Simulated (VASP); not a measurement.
# ZnSe (F-43m) in VASP: a series of runs, part 2 of 2

VASP 6.6.1. Earlier steps stand in the parts before.

## 3. Relaxation of cell and atoms, PBE

This run uses another cell than the first one, of 23.54 Å³/atom, 1.034 times its volume.

The input, INCAR:

```
PREC     = Accurate       # precision mode
ENCUT    = 600            # plane-wave cutoff, eV
EDIFF    = 1E-6           # SCF threshold, eV
ISMEAR   = 0              # smearing method
SIGMA    = 0.01           # smearing width, eV
LREAL    = F              # projectors in reciprocal space
LASPH    = T              # aspherical terms in the spheres
NELM     = 100            # most SCF steps
ALGO     = Normal         # electronic algorithm
ISIF     = 3              # what is computed and relaxed
LWAVE    = F              # write WAVECAR
LCHARG   = F              # write CHGCAR
GGA      = PE             # functional
IBRION   = 2              # ionic algorithm
NSW      = 80             # ionic steps
EDIFFG   = -0.001         # ionic threshold
```

The input, KPOINTS:

```
regular mesh
0
Gamma
  8 8 8
```

The input, POSCAR:

```
ZnSe
1.0
    0.0000000000      2.8659201435      2.8659201435
    2.8659201435      0.0000000000      2.8659201435
    2.8659201435      2.8659201435      0.0000000000
Zn Se
1 1
Direct
    0.0000000000      0.0000000000      0.0000000000
    0.7500000000      0.7500000000      0.7500000000
```

Potentials or basis: VASP PAW PBE potentials, release 64 (Zn, Se).

Run with:

```sh
cat potpaw_PBE.64/Zn/POTCAR potpaw_PBE.64/Se/POTCAR > POTCAR
mpirun -np 1 vasp_std > vasp.out
```

OUTCAR:

```text
PREC = Accurate
   ENCUT = 600
   EDIFF = 1E-6
   ISMEAR = 0
   LREAL = F
   LASPH = T
   NELM = 100
   ISIF = 3
   GGA = PE
   IBRION = 2
   NSW = 80
   EDIFFG = -0.001

 ion  position               nearest neighbor table
   1  0.000  0.000  0.000-   2 2.48   2 2.48   2 2.48   2 2.48
   2  0.750  0.750  0.750-   1 2.48   1 2.48   1 2.48   1 2.48

  LATTYP: Found a face centered cubic cell.
 ALAT       =     5.7318402870

  Lattice vectors:

 A1 = (   0.0000000000,   2.8659201435,   2.8659201435)
 A2 = (   2.8659201435,   0.0000000000,   2.8659201435)
 A3 = (   2.8659201435,   2.8659201435,   0.0000000000)

Analysis of symmetry for initial positions (statically):
=====================================================================
 Subroutine PRICEL returns:
 Original cell was already a primitive cell.

 Routine SETGRP: Setting up the symmetry group for a
 face centered cubic supercell.

 Subroutine GETGRP returns: Found 24 space group operations
 (whereof 24 operations were pure point group operations)
 out of a pool of 48 trial point group operations.

The static configuration has the point symmetry T_d .

Analysis of symmetry for dynamics (positions and initial velocities):
=====================================================================
 Subroutine PRICEL returns:
 Original cell was already a primitive cell.

 Routine SETGRP: Setting up the symmetry group for a
 face centered cubic supercell.

 Subroutine GETGRP returns: Found 24 space group operations
 (whereof 24 operations were pure point group operations)
 out of a pool of 48 trial point group operations.

The dynamic configuration has the point symmetry T_d .

 Subroutine INISYM returns: Found 24 space group operations
 (whereof 24 operations are pure point group operations),
 and found     1 'primitive' translations

----------------------------------------------------------------------------------------

                                     Primitive cell

  volume of cell :      47.0785

  direct lattice vectors                    reciprocal lattice vectors
     0.000000000  2.865920143  2.865920143    -0.174464038  0.174464038  0.174464038
     2.865920143  0.000000000  2.865920143     0.174464038 -0.174464038  0.174464038
     2.865920143  2.865920143  0.000000000     0.174464038  0.174464038 -0.174464038

  length of vectors
     4.053023136  4.053023136  4.053023136     0.302180577  0.302180577  0.302180577

  position of ions in fractional coordinates (direct lattice)
     0.000000000  0.000000000  0.000000000
     0.750000000  0.750000000  0.750000000

  ion indices of the primitive-cell ions
   primitive index   ion index
                 1           1
                 2           2

----------------------------------------------------------------------------------------

 KPOINTS: regular mesh

Automatic generation of k-mesh.
 Grid dimensions read from file:
 generate k-points for:    8    8    8

 Generating k-lattice:
[... 63 lines left out ...]
   LREAL  =      F    real-space projection
   EDIFFG = -.1E-02   stopping-criterion for IOM
   NSW    =     80    number of steps for IOM
   IBRION =      2    ionic relax: 0-MD 1-quasi-New 2-CG
   NFREE  =      1    steps in history (QN), initial steepest desc. (CG)
   ISIF   =      3    stress and relaxation
   ISYM   =      2    0-nonsym 1-usesym 2-fastsym
   POTIM  = 0.5000    time-step for ionic-motion
   TEBEG  =    0.0;   TEEND  =   0.0 temperature during run
   PSTRESS=    0.0 pullay stress
   NELECT =      18.0000    total number of electrons
   NUPDOWN=      -1.0000    fix difference up-down
   EMIN   =  10.00;   EMAX   =-10.00  energy-range for DOS
   EFERMI =   0.00;   METHOD = LEGACY
   ISMEAR =     0;   SIGMA  =   0.01  broadening in eV -4-tet -1-fermi 0-gaus
   EFERMI_NEDOS =   21; number of points for ismear=-14 and -15
   IALGO  =     38    algorithm
   IMIX   =      4    mixing-type and parameters
     AMIX     =   0.40;   BMIX     =  1.00
     AMIX_MAG =   1.60;   BMIX_MAG =  1.00
  volume/ion in A,a.u.               =      23.54       158.85
  Fermi-wavevector in a.u.,A,eV,Ry     =   1.188206  2.245383 19.209147  1.411832
  Thomas-Fermi vector in A             =   2.324340
   LORBIT       =      0    0 simple, 1 ext, 2 COOP (PROOUT), +10 PAW based schemes
   GGA     = PE    functional components
   LHFCALC =     F    Hartree Fock is set to
   AEXX    =    0.0000 exact exchange contribution
   IVDW    =     0    specifies the selected vdW correction
   LEPSILON=     F    determine dielectric tensor
   LRPA    =     F    only Hartree local field effects (RPA)
 conjugate gradient relaxation of ions
 non-spin polarized calculation
 Gauss-broadening in eV      SIGMA  =   0.01
  energy-cutoff  :      600.00
  volume of cell :       47.08
 maximum number of plane-waves:      1591
   NGX = 17   NGY = 17   NGZ = 17

--------------------------------------- Ionic step        1  -------------------------------------------

 number of electron      18.0000013 magnetization

 Free energy of the ion-electron system (eV)
  ---------------------------------------------------
  ext. energy  EPLUGINS =         0.00000000
  ---------------------------------------------------
  free energy    TOTEN  =        -6.03221456 eV

  energy without entropy =       -6.03221456  energy(sigma->0) =       -6.03221456

------------------------ aborting loop because EDIFF is reached ----------------------------------------

  FORCE on cell =-STRESS in cart. coord.  units (eV):
  Direction    XX          YY          ZZ          XY          YZ          ZX
  --------------------------------------------------------------------------------------
  -------------------------------------------------------------------------------------
  Total        0.0674433      0.0674433      0.0674433      0.0000000      0.0000000      0.0000000
  in kB        2.2952357      2.2952357      2.2952357      0.0000000      0.0000000      0.0000000
  external PRESSURE =       2.2952357 kB  Pullay stress =       0.0000000 kB
[... 89 lines left out ...]
  FREE ENERGIE OF THE ION-ELECTRON SYSTEM (eV)
  ---------------------------------------------------
  free  energy   TOTEN  =        -6.0323306860 eV

  energy  without entropy=       -6.0323306860  energy(sigma->0) =       -6.03233069

[... ionic steps 4 to 7 ...]

--------------------------------------- Ionic step        8  -------------------------------------------

 number of electron      18.0000015 magnetization

------------------------ aborting loop because EDIFF is reached ----------------------------------------
[... 67 lines left out ...]
--------------------------------------- Ionic step       10  -------------------------------------------

 number of electron      18.0000015 magnetization

 Free energy of the ion-electron system (eV)
  ---------------------------------------------------
  ext. energy  EPLUGINS =         0.00000000
  ---------------------------------------------------
  free energy    TOTEN  =        -6.03233106 eV

  energy without entropy =       -6.03233106  energy(sigma->0) =       -6.03233106

 E-fermi :   1.3598     XC(G=0):  -9.1513

 val. band max:        1.2984187036   @ k =   0.0000   0.0000   0.0000
 cond. band min:       2.4397433013   @ k =   0.0000   0.0000   0.0000
 fundamental gap:      1.1413245977
 Fermi energy:         1.3598148410

 k-point     1 :       0.0000    0.0000    0.0000
  band No.  band energies     occupation
      1     -11.7272      2.00000
      2      -5.1187      2.00000
      3      -5.1187      2.00000
      4      -5.1187      2.00000
      5      -4.7822      2.00000
      6      -4.7822      2.00000
      7       1.2984      2.00000
      8       1.2984      2.00000
      9       1.2984      2.00000
     10       2.4397      0.00000
     11       7.1089      0.00000
     12       7.1089      0.00000
     13       7.1089      0.00000
[... 354 lines left out ...]
  band No.  band energies     occupation
      1     -10.8798      2.00000
      2      -5.0210      2.00000
      3      -4.9894      2.00000
      4      -4.8087      2.00000
      5      -4.7752      2.00000
      6      -4.5900      2.00000
      7      -3.3876      2.00000
      8      -0.9836      2.00000
      9      -0.0743      2.00000
     10       5.4146      0.00000
     11       6.8749      0.00000
     12       8.6106      0.00000
     13       9.8473      0.00000

 [... further k-points ...]

------------------------ aborting loop because EDIFF is reached ----------------------------------------

  FORCE on cell =-STRESS in cart. coord.  units (eV):
  Direction    XX          YY          ZZ          XY          YZ          ZX
  --------------------------------------------------------------------------------------
  -------------------------------------------------------------------------------------
  Total       -0.0019728     -0.0019728     -0.0019728     -0.0000000      0.0000000     -0.0000000
  in kB       -0.0668890     -0.0668890     -0.0668890     -0.0000000      0.0000000     -0.0000000
  external PRESSURE =      -0.0668890 kB  Pullay stress =       0.0000000 kB
[... 17 lines left out ...]
  FREE ENERGIE OF THE ION-ELECTRON SYSTEM (eV)
  ---------------------------------------------------
  free  energy   TOTEN  =        -6.0323310568 eV

  energy  without entropy=       -6.0323310568  energy(sigma->0) =       -6.03233106

 reached required accuracy - stopping structural energy minimisation
```

Wall time 36 s (1 thread of Intel Xeon 6975P-C (Granite Rapids), shared host); peak memory 0.19 GiB.

What came out:

- Free energy: -6.0323 eV
- Relaxed volume: 23.63 Å³/atom
- Relaxed cell: a = 4.058 Å, b = 4.058 Å, c = 4.058 Å, α = 60.00°, β = 60.00°, γ = 60.00°
- Space group after relaxing (to 0.05 Å): F-43m (No. 216)
- Energy gained by relaxing: 0.1 meV/atom
- Ionic steps: 10
- Pressure after relaxing: 0.0 GPa
- Band gap on the k mesh: 1.14 eV, direct

Step by step:
```
step  energy change (eV)  largest force (eV/Å)  pressure (GPa)  volume (Å³)
   1              0.0000                0.0000            0.23        47.08
   2             -0.0001                0.0000           -0.02        47.31
   3             -0.0001                0.0000            0.02        47.26
   4             -0.0001                0.0000           -0.03        47.28
   5             -0.0001                0.0000            0.01        47.27
   6             -0.0001                0.0000           -0.03        47.28
   7             -0.0001                0.0000            0.03        47.24
   8             -0.0001                0.0000           -0.02        47.26
   9             -0.0001                0.0000            0.02        47.25
  10             -0.0001                0.0000           -0.01        47.25
```

Final structure:
```yaml
crystal:
  lattice:
    - [0.00000, 2.86946, 2.86946]
    - [2.86946, 0.00000, 2.86946]
    - [2.86946, 2.86946, 0.00000]
  atoms:
    - { symbol: Zn, position: [0.00000, 0.00000, 0.00000] }
    - { symbol: Se, position: [0.75000, 0.75000, 0.75000] }
```

Levels at points of the mesh, in eV from the valence-band top:
```tsv
k point	band 6	band 7	band 8	band 9	band 10	band 11	band 12	band 13
(0.00, 0.00, 0.00)	-6.08	0.00	0.00	0.00	1.14	5.81	5.81	5.81
(0.50, 0.00, 0.00)	-5.93	-4.99	-0.81	-0.81	2.48	6.39	6.39	8.47
(0.50, 0.50, 0.00)	-5.91	-4.59	-2.05	-2.05	3.07	3.46	10.47	10.99
```

## 4. Relaxation of cell and atoms, PBE, target pressure 2 GPa, at which the enthalpy is minimised

This run uses another cell than the first one, of 23.55 Å³/atom, 1.035 times its volume.

The input, INCAR:

```
PREC = Accurate
ENCUT = 600
EDIFF = 1E-6
ISMEAR = 0
SIGMA = 0.01
LREAL = F
LASPH = T
NELM = 60
ALGO = Normal
ISIF = 3
LWAVE = F
LCHARG = F
GGA = PE
IBRION = 2
NSW = 80
EDIFFG = -0.001
PSTRESS = 20.0
```

The input, KPOINTS:

```
Automatic mesh
0
Gamma
  8 8 8
```

The input, POSCAR:

```
ZnSe
1.0
    0.0000000000      2.8663043638      2.8663043638
    2.8663043638      0.0000000000      2.8663043638
    2.8663043638      2.8663043638      0.0000000000
Zn Se
1 1
Direct
    0.0000000000      0.0000000000      0.0000000000
    0.7500000000      0.7500000000      0.7500000000
```

Run with:

```sh
cat potpaw_PBE.64/Zn/POTCAR potpaw_PBE.64/Se/POTCAR > POTCAR
mpirun -np 1 vasp_std > vasp.out
```

Wall time 38 s (1 thread of Intel Xeon 6975P-C (Granite Rapids), shared host); peak memory 0.19 GiB.

Results (log left out):

```yaml
Free_energy: -6.0232 eV
Relaxed_volume: 22.87 Å³/atom
Relaxed_cell: a = 4.014 Å, b = 4.014 Å, c = 4.014 Å, α = 60.00°, β = 60.00°, γ = 60.00°
Space_group_after_relaxing_to_0.05_Å: F-43m (No. 216)
Energy_change_on_relaxing_the_enthalpy_is_what_falls: +4.5 meV/atom
Ionic_steps: 10
Pressure_after_relaxing: 2.0 GPa
Band_gap_on_the_k_mesh: 1.27 eV, direct
```

The path:
```csv
step,energy change (eV),largest force (eV/Å),pressure (GPa),volume (Å³)
1,0.0000,0.0000,0.21,47.10
2,0.0150,0.0000,2.59,45.32
3,0.0092,0.0000,1.92,45.73
4,0.0098,0.0000,2.10,45.68
5,0.0086,0.0000,1.97,45.77
6,0.0093,0.0000,2.05,45.72
7,0.0089,0.0000,1.97,45.75
8,0.0091,0.0000,2.02,45.74
9,0.0090,0.0000,1.98,45.74
10,0.0090,0.0000,2.01,45.74
```

Final structure:
```yaml
crystal:
  lattice:
    - [0.00000, 2.83852, 2.83852]
    - [2.83852, 0.00000, 2.83852]
    - [2.83852, 2.83852, 0.00000]
  atoms:
    - { symbol: Zn, position: [0.00000, 0.00000, 0.00000] }
    - { symbol: Se, position: [0.75000, 0.75000, 0.75000] }
```

Levels at points of the mesh, in eV from the valence-band top:
```
           k point  band 5  band 6  band 7  band 8  band 9  band 10  band 11  band 12  band 13
(0.00, 0.00, 0.00)   -6.16   -6.16    0.00    0.00    0.00     1.27     5.80     5.80     5.80
(0.50, 0.00, 0.00)   -6.15   -6.01   -5.20   -0.86   -0.86     2.53     6.38     6.38     8.57
(0.50, 0.50, 0.00)   -6.12   -5.99   -4.73   -2.17   -2.17     2.99     3.46    10.70    11.21
```

Caveat: the cell is relaxed towards a set pressure, so the enthalpy falls and the energy may rise.

## 5. The runs side by side

| cell | smearing | gap on the mesh (eV) | pressure (GPa) | relaxed volume (Å³/atom) |
| --- | --- | --- | --- | --- |
| relaxed from a = 4.008 Å, angles 60.0°, 2 atoms | gaussian 0.02 eV | 1.14 | 0.0 | 23.65 |
| relaxed from a = 4.053 Å, angles 60.0°, 2 atoms | gaussian 0.01 eV | 1.14 | 0.0 | 23.63 |
| relaxed to 2 GPa from a = 4.054 Å, angles 60.0°, 2 atoms | gaussian 0.01 eV | 1.27 | 2.0 | - |

Alike in all rows: task relaxation of cell and atoms; level PBE; potentials or basis VASP PAW PBE potentials, release 64 (Zn, Se); no spin polarisation; k mesh 8 × 8 × 8; cutoff (eV) 600.

Caveats: the cell is relaxed towards a set pressure, so the enthalpy falls and the energy may rise (some runs).

Total energies depend on the potentials used, so only differences within one code and one set of settings carry meaning.
